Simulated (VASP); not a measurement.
Wanted: the native input for a VASP 6.6.1 run.

| Property | Result |
| --- | --- |
| Task | relaxation of cell and atoms |
| Functional | PBEsol |
| Potentials or basis | VASP PAW PBE potentials, release 64 (Ga_d, N) |
| Cutoff | 600 eV |
| k mesh | 12 × 12 × 6 |
| Occupations | fermi-dirac, width 0.02 eV |
| Spin | no spin polarisation |
| Dipole correction | no |
| Further INCAR settings | ALGO = Normal; EDIFF = 1e-06; IBRION = 2; EDIFFG = -0.005; NSW = 80; ISIF = 3 |

The structure of GaN lies in POSCAR:

```
GaN
1.0
    3.3251632008      0.0000000000      0.0000000000
   -1.6625816004      2.8796758036      0.0000000000
    0.0000000000      0.0000000000      4.8805743234
Ga N
2 2
Direct
    0.3333333333      0.6666666667      0.2500000000
    0.6666666667      0.3333333333      0.7500000000
    0.6666666667      0.3333333333      0.2500000000
    0.3333333333      0.6666666667      0.7500000000
```

The input as run:

INCAR

```
SYSTEM = GaN
PREC = Accurate ; ENCUT = 600
EDIFF = 1E-6 ; ISMEAR = -1
SIGMA = 0.02 ; LREAL = .FALSE.
LASPH = .TRUE. ; NELM = 80
ALGO = Normal ; ISIF = 3
LWAVE = .FALSE. ; LCHARG = .FALSE.
GGA = PS ; IBRION = 2
NSW = 80 ; EDIFFG = -0.005
```

KPOINTS

```
Automatic mesh
0
G
  12 12 6
  0 0 0
```

Potentials or basis: VASP PAW PBE potentials, release 64 (Ga_d, N).

The run is started by

```sh
$ cat potpaw_PBE.64/Ga_d/POTCAR potpaw_PBE.64/N/POTCAR > POTCAR
$ mpirun -np 1 vasp_std > vasp.out
```

Results of the run:

```
Relaxed volume                        : 11.19 Å³/atom
Relaxed cell                          : a = 3.301 Å, b = 3.301 Å, c = 4.742 Å, α = 90.00°, β = 90.00°, γ = 120.00°
Space group after relaxing (to 0.1 Å) : P6_3/mmc (No. 194)
Energy gained by relaxing             : 9.0 meV/atom
Ionic steps                           : 9
Pressure after relaxing               : 0.0 GPa
Band gap on the k mesh                : 1.43 eV
```

Caveat: the PAW data sets were made with another functional, which shifts forces and pressure a little.

Run time: 16 min on 1 thread of Intel Xeon 8259CL (shared host), peak memory 0.25 GiB.
